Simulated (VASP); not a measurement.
Set up this calculation in VASP 6.6.1, as the native input.

```
Task                   : electric field gradients
Functional             : PBE
Potentials or basis    : VASP PAW PBE potentials, release 64 (Si, Hf_pv, O)
Cutoff                 : 520 eV
k mesh                 : 3 × 3 × 3
Occupations            : fermi-dirac, width 0.01 eV
Spin                   : no spin polarisation
Dipole correction      : no
Further INCAR settings : LREAL = Auto; ALGO = Normal; EDIFF = 1e-08; NBANDS = 103
```

The structure of Hf7SiO16 (a cell with a defect) lies in POSCAR:

```
Hf7SiO16
1.0
    0.0000000000      5.1150000000      5.1150000000
    5.1150000000      0.0000000000      5.1150000000
    5.1150000000      5.1150000000      0.0000000000
Si Hf O
1 7 16
Direct
    0.0000000000      0.0000000000      0.0000000000
    0.0000000000      0.0000000000      0.5000000000
    0.0000000000      0.5000000000      0.0000000000
    0.0000000000      0.5000000000      0.5000000000
    0.5000000000      0.0000000000      0.0000000000
    0.5000000000      0.0000000000      0.5000000000
    0.5000000000      0.5000000000      0.0000000000
    0.5000000000      0.5000000000      0.5000000000
    0.1250000000      0.1250000000      0.1250000000
    0.1250000000      0.1250000000      0.6250000000
    0.1250000000      0.6250000000      0.1250000000
    0.1250000000      0.6250000000      0.6250000000
    0.6250000000      0.1250000000      0.1250000000
    0.6250000000      0.1250000000      0.6250000000
    0.6250000000      0.6250000000      0.1250000000
    0.6250000000      0.6250000000      0.6250000000
    0.3750000000      0.3750000000      0.3750000000
    0.3750000000      0.3750000000      0.8750000000
    0.3750000000      0.8750000000      0.3750000000
    0.3750000000      0.8750000000      0.8750000000
    0.8750000000      0.3750000000      0.3750000000
    0.8750000000      0.3750000000      0.8750000000
    0.8750000000      0.8750000000      0.3750000000
    0.8750000000      0.8750000000      0.8750000000
```

These files were run (other wordings do the same):

INCAR

```
SYSTEM = Hf7SiO16
PREC = Accurate
ENCUT = 520
EDIFF = 1E-8
ISMEAR = -1
SIGMA = 0.01
LREAL = Auto
LASPH = .True.
NELM = 80
ALGO = Normal
ISIF = 2
LWAVE = .False.
LCHARG = .False.
GGA = PE
LEFG = .True.
NBANDS = 103
```

KPOINTS

```
regular mesh
0
Gamma
  3 3 3
  0 0 0
```

Potentials or basis: VASP PAW PBE potentials, release 64 (Si, Hf_pv, O).

The run is started by

```console
$ cat potpaw_PBE.64/Si/POTCAR potpaw_PBE.64/Hf_pv/POTCAR potpaw_PBE.64/O/POTCAR > POTCAR
$ mpirun -np 1 vasp_std > vasp.out
```

Results of the run:

```yaml
Pressure: -10.2 GPa
Largest_force: 1.087 eV/Å
Band_gap_on_the_k_mesh: 0.99 eV
Largest_electric_field_gradient_by_atom: Si -0.0; Hf -24.4, -0.0 (each value once); O +49.8, +7.6, +7.7 (each value once) V/Å²
```

Caveat: without QUAD_EFG the Cq values of the log hold for a quadrupole moment of 1 mb, not for the nuclei; spin-orbit coupling is left out, which moves the levels of the heavy elements.

Run time: 9.4 min on 1 thread of Intel Xeon 8259CL, on a shared host, peak memory 0.43 GiB.
